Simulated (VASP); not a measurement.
Write the native input for VASP 6.6.1 that does the following.

| Quantity | Value |
| --- | --- |
| Task | single point |
| Functional | PBE |
| Potentials or basis | VASP PAW PBE potentials, release 64 (Si) |
| Cutoff | 520 eV |
| k mesh | 6 × 6 × 6 |
| Occupations | gaussian, width 0.1 eV |
| Spin | no spin polarisation |
| Dipole correction | no |
| Further INCAR settings | ALGO = Normal; EDIFF = 1e-06; NBANDS = 13 |

The structure of Si lies in POSCAR:

```
Si
1.0
    3.0519266350      1.7620306625      2.0570815454
   -3.0519266350      1.7620306625      2.0570815454
    0.0000000000     -3.5240613303      2.0570815408
Si
3
Direct
    0.7249865256      0.2750134744      0.5000000000
    0.5000000000      0.7249865256      0.2750134744
    0.2750134744      0.5000000000      0.7249865256
```

The cell was built from a structure type or drawn by symmetry, and may not be a known phase.

These files were run (other wordings do the same):

INCAR

```
PREC     = Accurate       # precision mode
ENCUT    = 520            # plane-wave cutoff, eV
EDIFF    = 1E-6           # SCF threshold, eV
ISMEAR   = 0              # smearing method
SIGMA    = 0.1            # smearing width, eV
LREAL    = F              # projectors in reciprocal space
LASPH    = T              # aspherical terms in the spheres
NELM     = 60             # most SCF steps
ALGO     = Normal         # electronic algorithm
ISIF     = 2              # what is computed and relaxed
LWAVE    = F              # write WAVECAR
LCHARG   = T              # write CHGCAR
GGA      = PE             # functional
LELF     = T              # ELF
LVHAR    = T            
NBANDS   = 13             # bands
```

KPOINTS

```
Automatic mesh
0
Gamma
  6 6 6
```

Potentials or basis: VASP PAW PBE potentials, release 64 (Si).

The run is started by

```bash
$ cat potpaw_PBE.64/Si/POTCAR > POTCAR
$ mpirun -np 1 vasp_std > vasp.out
```

It gave:

```yaml
Pressure: -0.1 GPa
Largest_force: 0.040 eV/Å
Band_gap_on_the_k_mesh: zero (bands 6 and 7 overlap by 1.23 eV)
```

Wall time 22 s on 1 thread of Intel(R) Xeon(R) Platinum 8259CL CPU @ 2.50GHz (Skylake/Cascade Lake), on a shared host, peak memory 0.16 GiB.
